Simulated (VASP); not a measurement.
A run of VASP 6.6.1:

Contents of INCAR:

```
SYSTEM = NaCl
  PREC = Accurate
  ENCUT = 520
  EDIFF = 1E-7
  ISMEAR = 0
  SIGMA = 0.01
  LREAL = .False.
  LASPH = .True.
  NELM = 60
  ALGO = Normal
  ISIF = 2
  LWAVE = .False.
  LCHARG = .True.
  GGA = PE
  LELF = .True.
  LVHAR = .True.
  NBANDS = 14
```

KPOINTS

```
Automatic mesh
0
Gamma
  6 6 6
  0 0 0
```

Contents of POSCAR:

```
NaCl
1.0
    0.0000000000      3.1574364496      3.1574364496
    3.1574364496      0.0000000000      3.1574364496
    3.1574364496      3.1574364496      0.0000000000
Na Cl
1 1
Direct
    0.0000000000      0.0000000000      0.0000000000
    0.2500000000      0.2500000000      0.2500000000
```

Potentials or basis: VASP PAW PBE potentials, release 64 (Na_pv, Cl).

Command:

```console
$ cat potpaw_PBE.64/Na_pv/POTCAR potpaw_PBE.64/Cl/POTCAR > POTCAR
$ mpirun -np 1 vasp_std > vasp.out
```

Hardware: 1 thread of AMD EPYC 7R13 Processor (Zen 3) (shared host).

Task: Estimate the wall time of this run.

Result: Wall time 15 s on 1 thread of AMD EPYC 7R13 Processor (Zen 3), on a shared host, peak memory 0.16 GiB. Counts: scf iterations 15, k points 16.
